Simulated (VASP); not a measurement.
Set up this calculation in VASP 6.6.1, as the native input.

```
Task                   : relaxation of cell and atoms
Functional             : PBE
Potentials or basis    : VASP PAW PBE potentials, release 64 (Ge_d)
Cutoff                 : 600 eV
k mesh                 : 12 × 12 × 12
Occupations            : gaussian, width 0.1 eV
Spin                   : no spin polarisation
Dipole correction      : no
Further INCAR settings : ALGO = Fast; EDIFF = 1e-06; IBRION = 2; EDIFFG = -0.01; NSW = 100; ISIF = 3
```

The structure of Ge lies in POSCAR:

```
Ge
1.0
    1.9775064053     -4.8550570641      0.0000000000
    1.9775064053      4.8550570641      0.0000000000
    0.0000000000      0.0000000000      3.9532201137
Ge
3
Direct
    0.1708852567      0.8291147433      0.0000000000
    0.8291147433      0.1708852567      0.0000000000
    0.0000000000      0.0000000000      0.5000000000
```

The cell was built from a structure type or drawn by symmetry, and may not be a known phase.

The input as run:

INCAR

```
SYSTEM = Ge
PREC = Accurate ; ENCUT = 600
EDIFF = 1E-6 ; ISMEAR = 0
SIGMA = 0.1 ; LREAL = .False.
LASPH = .True. ; NELM = 100
ALGO = Fast ; ISIF = 3
LWAVE = .False. ; LCHARG = .False.
GGA = PE ; IBRION = 2
NSW = 100 ; EDIFFG = -0.01
```

KPOINTS

```
regular mesh
0
Gamma
  12 12 12
  0 0 0
```

Potentials or basis: VASP PAW PBE potentials, release 64 (Ge_d).

Command:

```sh
$ cat potpaw_PBE.64/Ge_d/POTCAR > POTCAR
$ mpirun -np 1 vasp_std > vasp.out
```

Results of the run:

```json
{
  "Relaxed volume": "24.98 Å³/atom",
  "Relaxed cell": "a = 5.319 Å, b = 5.319 Å, c = 3.862 Å, α = 90.00°, β = 90.00°, γ = 136.69°",
  "Space group after relaxing (to 0.1 Å)": "Cmmm (No. 65)",
  "Energy gained by relaxing": "4.4 meV/atom",
  "Ionic steps": "8",
  "Pressure after relaxing": "0.0 GPa",
  "Band gap on the k mesh": "zero (bands 21 and 22 overlap by 2.80 eV)"
}
```

It took 64 min on 1 thread of Oxide Virtual Turin-like Processor, on a shared host, peak memory 0.6 GiB.
